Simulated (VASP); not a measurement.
# As2Pt (Pa-3) in VASP: a series of runs

Runs on As2Pt. Level: PBE. Tasks: single point, relaxation of cell and atoms.

Everything below comes from runs of VASP 6.6.1. Logs are shortened: lines on timing, memory, paths and dates and some standing lists are left out, and cuts for length are marked.

## (1) The cell of the first run

Symmetry: Pa-3, No. 205, cubic system. Conventional cell: a = 6.008 Å, b = 6.008 Å, c = 6.008 Å, α = 90.00°, β = 90.00°, γ = 90.00°. As (site symmetry 3) has 1 As at 2.41 Å and 3 Pt at 2.51 Å within 3.2 Å. Within 3.3 Å of Pt (site symmetry -3) lie 6 As at 2.51 Å.

## (2) Single point, PBE

INCAR reads:

```
PREC     = Accurate       # precision mode
ENCUT    = 500            # plane-wave cutoff, eV
EDIFF    = 1E-6           # SCF threshold, eV
ISMEAR   = 0              # smearing method
SIGMA    = 0.1            # smearing width, eV
LREAL    = F              # projectors in reciprocal space
LASPH    = T              # aspherical terms in the spheres
NELM     = 120            # most SCF steps
ALGO     = Normal         # electronic algorithm
ISIF     = 2              # what is computed and relaxed
LWAVE    = F              # write WAVECAR
LCHARG   = T              # write CHGCAR
GGA      = PE             # functional
LELF     = T              # ELF
LVHAR    = T            
NBANDS   = 52             # bands
GGA_COMPAT= F
```

KPOINTS reads:

```
Automatic mesh
0
Gamma
  4 4 4
```

POSCAR reads:

```
As2Pt
1.0
    6.0083503700      0.0000000000      0.0000000000
    0.0000000000      6.0083503700      0.0000000000
    0.0000000000      0.0000000000      6.0083503700
As Pt
8 4
Direct
    0.3840897700      0.3840897700      0.3840897700
    0.1159102400      0.6159102300      0.8840897700
    0.8840897700      0.1159102400      0.6159102300
    0.6159102300      0.8840897700      0.1159102400
    0.6159102300      0.6159102300      0.6159102300
    0.8840897700      0.3840897700      0.1159102400
    0.1159102400      0.8840897700      0.3840897700
    0.3840897700      0.1159102400      0.8840897700
    0.0000000000      0.0000000000      0.0000000000
    0.5000000000      0.0000000000      0.5000000000
    0.5000000000      0.5000000000      0.0000000000
    0.0000000000      0.5000000000      0.5000000000
```

Potentials or basis: VASP PAW PBE potentials, release 64 (As, Pt).

The run is started by

```bash
> cat potpaw_PBE.64/As/POTCAR potpaw_PBE.64/Pt/POTCAR > POTCAR
> mpirun -np 1 vasp_std > vasp.out
```

OUTCAR:

```text
PREC = Accurate
   ENCUT = 500
   EDIFF = 1E-6
   ISMEAR = 0
   LREAL = F
   LASPH = T
   NELM = 120
   ISIF = 2
   GGA = PE

 ion  position               nearest neighbor table
   1  0.384  0.384  0.384-   5 2.41  10 2.51  11 2.51  12 2.51
   2  0.116  0.616  0.884-   6 2.41  11 2.51   9 2.51  12 2.51
   3  0.884  0.116  0.616-   7 2.41  12 2.51  10 2.51   9 2.51
   4  0.616  0.884  0.116-   8 2.41  10 2.51   9 2.51  11 2.51
   5  0.616  0.616  0.616-   1 2.41  10 2.51  11 2.51  12 2.51
   6  0.884  0.384  0.116-   2 2.41  12 2.51  11 2.51   9 2.51
   7  0.116  0.884  0.384-   3 2.41  10 2.51   9 2.51  12 2.51
   8  0.384  0.116  0.884-   4 2.41  11 2.51  10 2.51   9 2.51
   9  0.000  0.000  0.000-   2 2.51   3 2.51   4 2.51   6 2.51   7 2.51   8 2.51
  10  0.500  0.000  0.500-   4 2.51   7 2.51   5 2.51   1 2.51   3 2.51   8 2.51
  11  0.500  0.500  0.000-   2 2.51   8 2.51   5 2.51   1 2.51   6 2.51   4 2.51
  12  0.000  0.500  0.500-   3 2.51   6 2.51   5 2.51   1 2.51   2 2.51   7 2.51

  LATTYP: Found a simple cubic cell.
 ALAT       =     6.0083503700

  Lattice vectors:

 A1 = (   6.0083503700,   0.0000000000,   0.0000000000)
 A2 = (   0.0000000000,   6.0083503700,   0.0000000000)
 A3 = (   0.0000000000,   0.0000000000,   6.0083503700)

Analysis of symmetry for initial positions (statically):
=====================================================================
 Subroutine PRICEL returns:
 Original cell was already a primitive cell.

 Routine SETGRP: Setting up the symmetry group for a
 simple cubic supercell.

 Subroutine GETGRP returns: Found 24 space group operations
 (whereof  6 operations were pure point group operations)
 out of a pool of 48 trial point group operations.

The static configuration has the point symmetry S_6 .
 The point group associated with its full space group is T_h .

Analysis of symmetry for dynamics (positions and initial velocities):
=====================================================================
 Subroutine PRICEL returns:
 Original cell was already a primitive cell.

 Routine SETGRP: Setting up the symmetry group for a
 simple cubic supercell.

 Subroutine GETGRP returns: Found 24 space group operations
 (whereof  6 operations were pure point group operations)
 out of a pool of 48 trial point group operations.

The dynamic configuration has the point symmetry S_6 .
 The point group associated with its full space group is T_h .

 Subroutine INISYM returns: Found 24 space group operations
 (whereof  6 operations are pure point group operations),
 and found     1 'primitive' translations

----------------------------------------------------------------------------------------

                                     Primitive cell

  volume of cell :     216.9031

  direct lattice vectors                    reciprocal lattice vectors
     6.008350370  0.000000000  0.000000000     0.166435034  0.000000000  0.000000000
     0.000000000  6.008350370  0.000000000     0.000000000  0.166435034  0.000000000
     0.000000000  0.000000000  6.008350370     0.000000000  0.000000000  0.166435034

  length of vectors
     6.008350370  6.008350370  6.008350370     0.166435034  0.166435034  0.166435034

  position of ions in fractional coordinates (direct lattice)
     0.384089770  0.384089770  0.384089770
     0.115910240  0.615910230  0.884089770
     0.884089770  0.115910240  0.615910230
     0.615910230  0.884089770  0.115910240
     0.615910230  0.615910230  0.615910230
     0.884089770  0.384089770  0.115910240
     0.115910240  0.884089770  0.384089770
     0.384089770  0.115910240  0.884089770
     0.000000000  0.000000000  0.000000000
     0.500000000  0.000000000  0.500000000
     0.500000000  0.500000000  0.000000000
     0.000000000  0.500000000  0.500000000

  ion indices of the primitive-cell ions
   primitive index   ion index
                 1           1
                 2           2
                 3           3
                 4           4
                 5           5
                 6           6
                 7           7
                 8           8
                 9           9
                10          10
                11          11
                12          12

----------------------------------------------------------------------------------------

 KPOINTS: Automatic mesh

Automatic generation of k-mesh.
 Grid dimensions read from file:
 generate k-points for:    4    4    4

 Generating k-lattice:

  Cartesian coordinates                     Fractional coordinates (reciprocal lattice)
     0.041608759  0.000000000  0.000000000     0.250000000  0.000000000  0.000000000
     0.000000000  0.041608759  0.000000000     0.000000000  0.250000000  0.000000000
     0.000000000  0.000000000  0.041608759     0.000000000  0.000000000  0.250000000

  Length of vectors
     0.041608759  0.041608759  0.041608759

  Shift w.r.t. Gamma in fractional coordinates (k-lattice)
[... 63 lines left out ...]
   GGA     = PE    functional components
   LHFCALC =     F    Hartree Fock is set to
   AEXX    =    0.0000 exact exchange contribution
   IVDW    =     0    specifies the selected vdW correction
   LEPSILON=     F    determine dielectric tensor
   LRPA    =     F    only Hartree local field effects (RPA)
 non-spin polarized calculation
 Gauss-broadening in eV      SIGMA  =   0.10
  energy-cutoff  :      500.00
  volume of cell :      216.90
 maximum number of plane-waves:      5528
 NGX is ok and might be reduce to    48
   NGX = 21   NGY = 21   NGZ = 21

 number of electron      80.0000015 magnetization

 Free energy of the ion-electron system (eV)
  ---------------------------------------------------
  ext. energy  EPLUGINS =         0.00000000
  ---------------------------------------------------
  free energy    TOTEN  =       -67.95454222 eV

  energy without entropy =      -67.95448263  energy(sigma->0) =      -67.95451242

 E-fermi :   7.3236     XC(G=0): -11.2507

 val. band max:        7.0954418426   @ k =   0.2500   0.0000   0.0000
 cond. band min:       7.5426059811   @ k =   0.5000   0.5000   0.5000
 fundamental gap:      0.4471641385
 Fermi energy:         7.3235947368

 k-point     1 :       0.0000    0.0000    0.0000
  band No.  band energies     occupation
      1      -6.8537      2.00000
      2      -4.8959      2.00000
      3      -4.8959      2.00000
      4      -4.8959      2.00000
      5      -2.6388      2.00000
      6      -2.6388      2.00000
[... 44 lines left out ...]
     51      12.5379      0.00000
     52      12.5379      0.00000

 k-point     2 :       0.2500    0.0000    0.0000
  band No.  band energies     occupation
      1      -6.6230      2.00000
      2      -5.2410      2.00000
      3      -4.7901      2.00000
      4      -4.7817      2.00000
      5      -2.7417      2.00000
      6      -2.6616      2.00000
[... 44 lines left out ...]
     51      12.0321      0.00000
     52      12.3552      0.00000

 k-point     3 :       0.5000    0.0000    0.0000
  band No.  band energies     occupation
      1      -5.9954      2.00000
      2      -5.9954      2.00000
      3      -4.6588      2.00000
      4      -4.6588      2.00000
      5      -2.7225      2.00000
      6      -2.7225      2.00000
[... 44 lines left out ...]
     51      11.9736      0.00000
     52      11.9736      0.00000
[... 331 lines left out ...]
 k-point    10 :       0.5000    0.5000    0.2500
  band No.  band energies     occupation
      1      -5.0919      2.00000
      2      -5.0919      2.00000
      3      -5.0919      2.00000
      4      -5.0919      2.00000
      5      -3.2314      2.00000
      6      -3.2314      2.00000
[... 44 lines left out ...]
     51      11.4969      0.00000
     52      11.4969      0.00000

 k-point    11 :       0.5000    0.5000    0.5000
  band No.  band energies     occupation
      1      -4.8752      2.00000
      2      -4.8752      2.00000
      3      -4.8752      2.00000
      4      -4.8752      2.00000
      5      -3.5852      2.00000
      6      -3.5852      2.00000
[... 44 lines left out ...]
     51      11.3347      0.00000
     52      11.3347      0.00000

------------------------ aborting loop because EDIFF is reached ----------------------------------------

  FORCE on cell =-STRESS in cart. coord.  units (eV):
  Direction    XX          YY          ZZ          XY          YZ          ZX
  --------------------------------------------------------------------------------------
  -------------------------------------------------------------------------------------
  Total        5.0170344      5.0170344      5.0170344      0.0000000      0.0000000      0.0000000
  in kB       37.0588473     37.0588473     37.0588473      0.0000000      0.0000000      0.0000000
  external PRESSURE =      37.0588473 kB  Pullay stress =       0.0000000 kB

 VOLUME and BASIS-vectors are now :
 -----------------------------------------------------------------------------
  energy-cutoff  :      500.00
  volume of cell :      216.90
      direct lattice vectors                 reciprocal lattice vectors
     6.008350370  0.000000000  0.000000000     0.166435034  0.000000000  0.000000000
     0.000000000  6.008350370  0.000000000     0.000000000  0.166435034  0.000000000
     0.000000000  0.000000000  6.008350370     0.000000000  0.000000000  0.166435034

 POSITION                                       TOTAL-FORCE (eV/Angst)
 -----------------------------------------------------------------------------------
      2.30775      2.30775      2.30775        -0.112373     -0.112373     -0.112373
      0.69643      3.70060      5.31192         0.112373      0.112373     -0.112373
      5.31192      0.69643      3.70060        -0.112373      0.112373      0.112373
      3.70060      5.31192      0.69643         0.112373     -0.112373      0.112373
      3.70060      3.70060      3.70060         0.112373      0.112373      0.112373
      5.31192      2.30775      0.69643        -0.112373     -0.112373      0.112373
      0.69643      5.31192      2.30775         0.112373     -0.112373     -0.112373
      2.30775      0.69643      5.31192        -0.112373      0.112373     -0.112373
      0.00000      0.00000      0.00000         0.000000     -0.000000      0.000000
      3.00418      0.00000      3.00418         0.000000     -0.000000      0.000000
      3.00418      3.00418      0.00000         0.000000     -0.000000      0.000000
      0.00000      3.00418      3.00418         0.000000     -0.000000      0.000000
 -----------------------------------------------------------------------------------
    total drift:                               -0.000014     -0.000014     -0.000014

  FREE ENERGIE OF THE ION-ELECTRON SYSTEM (eV)
  ---------------------------------------------------
  free  energy   TOTEN  =       -67.9545422163 eV

  energy  without entropy=      -67.9544826311  energy(sigma->0) =      -67.95451242
```

It took 58 s on 1 thread of Intel Xeon Platinum 8481C at 2.70GHz (Sapphire Rapids), shared host; peak memory 0.36 GiB.

What came out:

- Free energy: -67.9545 eV
- Pressure: 3.7 GPa
- Largest force: 0.195 eV/Å
- Band gap on the k mesh: 0.45 eV, indirect (least direct gap 0.91 eV)

Forces in eV/Å, atoms in the order of the input:
```
As  -0.112 -0.112 -0.112
As   0.112  0.112 -0.112
As  -0.112  0.112  0.112
As   0.112 -0.112  0.112
As   0.112  0.112  0.112
As  -0.112 -0.112  0.112
As   0.112 -0.112 -0.112
As  -0.112  0.112 -0.112
Pt   0.000  0.000  0.000
Pt   0.000  0.000  0.000
Pt   0.000  0.000  0.000
Pt   0.000  0.000  0.000
```

Caveat: spin-orbit coupling is left out, which moves the levels of the heavy elements.

## (3) Single point, PBE

This run uses another cell than the first one, of 18.54 Å³/atom, 1.026 times its volume.

INCAR reads:

```
SYSTEM = As2Pt
ALGO = Normal ; EDIFF = 1E-6
ENCUT = 500 ; GGA = PE
GGA_COMPAT = .False. ; ISIF = 2
ISMEAR = 0 ; LASPH = .True.
LCHARG = .False. ; LREAL = .False.
LWAVE = .False. ; NBANDS = 52
NELM = 120 ; PREC = Accurate
SIGMA = 0.1
```

KPOINTS reads:

```
k-points
0
Gamma
  4 4 4
  0 0 0
```

POSCAR reads:

```
As2Pt
1.0
    6.0592053490      0.0000000000      0.0000000000
    0.0000000000      6.0592053490      0.0000000000
    0.0000000000      0.0000000000      6.0592053490
As Pt
8 4
Direct
    0.3835341348      0.3835341348      0.3835341348
    0.1164658652      0.6164658652      0.8835341348
    0.8835341348      0.1164658652      0.6164658652
    0.6164658652      0.8835341348      0.1164658652
    0.6164658652      0.6164658652      0.6164658652
    0.8835341348      0.3835341348      0.1164658652
    0.1164658652      0.8835341348      0.3835341348
    0.3835341348      0.1164658652      0.8835341348
    0.0000000000      0.0000000000      0.0000000000
    0.5000000000      0.0000000000      0.5000000000
    0.5000000000      0.5000000000      0.0000000000
    0.0000000000      0.5000000000      0.5000000000
```

Potentials or basis: VASP PAW PBE potentials, release 64 (As, Pt).

The run is started by

```bash
> cat potpaw_PBE.64/As/POTCAR potpaw_PBE.64/Pt/POTCAR > POTCAR
> mpirun -np 1 vasp_std > vasp.out
```

It took 58 s on 1 thread of Intel Xeon Platinum 8481C at 2.70GHz (Sapphire Rapids), shared host; peak memory 0.36 GiB.

Results (log left out):

| Quantity | Value |
| --- | --- |
| Free energy | -68.0225 eV |
| Pressure | -0.1 GPa |
| Largest force | 0.036 eV/Å |
| Band gap on the k mesh | 0.32 eV, indirect (least direct gap 0.78 eV) |

Forces on the atoms (eV/Å):
```
As  -0.021 -0.021 -0.021
As   0.021  0.021 -0.021
As  -0.021  0.021  0.021
As   0.021 -0.021  0.021
As   0.021  0.021  0.021
As  -0.021 -0.021  0.021
As   0.021 -0.021 -0.021
As  -0.021  0.021 -0.021
Pt   0.000  0.000  0.000
Pt   0.000  0.000  0.000
Pt   0.000  0.000  0.000
Pt   0.000  0.000  0.000
```

Levels at points of the mesh, in eV from the valence-band top:
| k point | band 37 | band 38 | band 39 | band 40 | band 41 | band 42 | band 43 | band 44 |
| --- | --- | --- | --- | --- | --- | --- | --- | --- |
| (0.00, 0.00, 0.00) | -2.20 | -0.72 | -0.72 | -0.72 | 0.79 | 0.79 | 0.79 | 1.93 |
| (0.50, 0.00, 0.00) | -0.98 | -0.98 | -0.62 | -0.62 | 1.65 | 1.65 | 1.78 | 1.78 |
| (0.50, 0.50, 0.00) | -0.33 | -0.33 | -0.33 | -0.33 | 2.04 | 2.04 | 2.04 | 2.04 |
| (0.50, 0.50, 0.50) | -0.46 | -0.46 | -0.46 | -0.46 | 0.32 | 0.32 | 0.32 | 0.32 |

Caveat: spin-orbit coupling is left out, which moves the levels of the heavy elements.

## (4) Relaxation of cell and atoms, PBE

INCAR reads:

```
  ALGO = Normal
  EDIFF = 1E-7
  EDIFFG = -0.04
  ENCUT = 500
  GGA = PE
  GGA_COMPAT = F
  IBRION = 2
  ISIF = 3
  ISMEAR = 0
  LASPH = T
  LCHARG = F
  LREAL = F
  LWAVE = F
  NELM = 120
  NELMIN = 4
  NSW = 60
  PREC = Accurate
  SIGMA = 0.1
```

KPOINTS reads:

```
k-points
0
Gamma
  4 4 4
```

POSCAR reads:

```
As2Pt
1.0
    6.0083503700      0.0000000000      0.0000000000
    0.0000000000      6.0083503700      0.0000000000
    0.0000000000      0.0000000000      6.0083503700
As Pt
8 4
Direct
    0.3840897700      0.3840897700      0.3840897700
    0.1159102400      0.6159102300      0.8840897700
    0.8840897700      0.1159102400      0.6159102300
    0.6159102300      0.8840897700      0.1159102400
    0.6159102300      0.6159102300      0.6159102300
    0.8840897700      0.3840897700      0.1159102400
    0.1159102400      0.8840897700      0.3840897700
    0.3840897700      0.1159102400      0.8840897700
    0.0000000000      0.0000000000      0.0000000000
    0.5000000000      0.0000000000      0.5000000000
    0.5000000000      0.5000000000      0.0000000000
    0.0000000000      0.5000000000      0.5000000000
```

The run is started by

```bash
> cat potpaw_PBE.64/As/POTCAR potpaw_PBE.64/Pt/POTCAR > POTCAR
> mpirun -np 1 vasp_std > vasp.out
```

Wall time 3.7 min (1 thread of Intel Xeon Platinum 8481C at 2.70GHz (Sapphire Rapids), shared host); peak memory 0.38 GiB.

The run converged. Its results:

* Free energy: -68.0214 eV
* Relaxed volume: 18.52 Å³/atom
* Relaxed cell: a = 6.058 Å, b = 6.058 Å, c = 6.058 Å, α = 90.00°, β = 90.00°, γ = 90.00°
* Space group after relaxing (to 0.05 Å): Pa-3 (No. 205)
* Energy gained by relaxing: 5.6 meV/atom
* Ionic steps: 5
* Pressure after relaxing: 0.0 GPa
* Largest force after relaxing: 0.016 eV/Å
* Band gap on the k mesh: 0.32 eV, indirect (least direct gap 0.78 eV)

Forces on the atoms (eV/Å):
```
As  -0.009 -0.009 -0.009
As   0.009  0.009 -0.009
As  -0.009  0.009  0.009
As   0.009 -0.009  0.009
As   0.009  0.009  0.009
As  -0.009 -0.009  0.009
As   0.009 -0.009 -0.009
As  -0.009  0.009 -0.009
Pt   0.000  0.000  0.000
Pt   0.000  0.000  0.000
Pt   0.000  0.000  0.000
Pt   0.000  0.000  0.000
```

Step by step:
```
step  energy change (eV)  largest force (eV/Å)  pressure (GPa)  volume (Å³)
   1              0.0000                0.1946            3.71       216.90
   2              0.0476                0.0718           -4.40       230.31
   3             -0.0658                0.0682           -0.07       222.52
   4             -0.0658                0.0705           -0.01       222.41
   5             -0.0668                0.0159            0.05       222.28
```

Final structure:
```yaml
crystal:
  lattice:
    - [6.05762, 0.00000, 0.00000]
    - [0.00000, 6.05762, 0.00000]
    - [0.00000, 0.00000, 6.05762]
  atoms:
    - { symbol: As, position: [0.38342, 0.38342, 0.38342] }
    - { symbol: As, position: [0.11658, 0.61658, 0.88342] }
    - { symbol: As, position: [0.88342, 0.11658, 0.61658] }
    - { symbol: As, position: [0.61658, 0.88342, 0.11658] }
    - { symbol: As, position: [0.61658, 0.61658, 0.61658] }
    - { symbol: As, position: [0.88342, 0.38342, 0.11658] }
    - { symbol: As, position: [0.11658, 0.88342, 0.38342] }
    - { symbol: As, position: [0.38342, 0.11658, 0.88342] }
    - { symbol: Pt, position: [0.00000, 0.00000, 0.00000] }
    - { symbol: Pt, position: [0.50000, 0.00000, 0.50000] }
    - { symbol: Pt, position: [0.50000, 0.50000, 0.00000] }
    - { symbol: Pt, position: [0.00000, 0.50000, 0.50000] }
```

Levels at points of the mesh, in eV from the valence-band top:
```csv
k point,band 38,band 39,band 40,band 41,band 42,band 43
"(0.00, 0.00, 0.00)",-0.72,-0.72,-0.72,0.78,0.78,0.78
"(0.50, 0.00, 0.00)",-0.98,-0.62,-0.62,1.65,1.65,1.78
"(0.50, 0.50, 0.00)",-0.33,-0.33,-0.33,2.04,2.04,2.04
"(0.50, 0.50, 0.50)",-0.46,-0.46,-0.46,0.32,0.32,0.32
```

Caveat: spin-orbit coupling is left out, which moves the levels of the heavy elements. A k mesh can miss the band edges.

## (5) Summary

| task | cell | gap on the mesh (eV) | pressure (GPa) | largest force (eV/Å) |
| --- | --- | --- | --- | --- |
| single point | a = 6.008 Å, 12 atoms | 0.45 | 3.7 | 0.19 |
| single point | a = 6.059 Å, 12 atoms | 0.32 | -0.1 | 0.04 |
| relaxation of cell and atoms | relaxed from a = 6.008 Å, 12 atoms | 0.32 | 0.0 | 0.02 |

Alike in all rows: level PBE; potentials or basis VASP PAW PBE potentials, release 64 (As, Pt); no spin polarisation; k mesh 4 × 4 × 4; cutoff (eV) 500; smearing gaussian 0.1 eV.

Caveats: spin-orbit coupling is left out, which moves the levels of the heavy elements.

Total energies depend on the potentials used, so only differences within one code and one set of settings carry meaning.
